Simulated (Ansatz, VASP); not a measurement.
**One calculation of ZnS, two programs**

```
CELL_PARAMETERS angstrom
0.00000 2.68555 2.68555
2.68555 0.00000 2.68555
2.68555 2.68555 0.00000
ATOMIC_POSITIONS crystal
Zn 0.00000 0.00000 0.00000
S 0.25000 0.25000 0.25000
```

Alike in both runs: task relaxation of cell and atoms; functional r2SCAN; k mesh 12 × 12 × 12; occupations fermi-dirac, width 0.05 eV; no spin polarisation.

|  | VASP | Ansatz |
| --- | --- | --- |
| version | VASP 6.6.1 | Ansatz 0.2.0 |
| potentials or method | VASP PAW PBE potentials, release 64 (Zn, S) | PAW with Ansatz's default frozen-core files, scalar-relativistic |
| plane-wave cutoff (eV) | 600 | 500 |
| valence electrons in the cell | 18 | 18 |

```tsv
	VASP	Ansatz	Ansatz less VASP
relaxed volume (Å³/atom)	19.56	19.56	0.000
relaxed cell length with the largest relative difference (Å)	3.811	3.811	0.0000
```

VASP's potentials were made for PBE, not for r2SCAN.
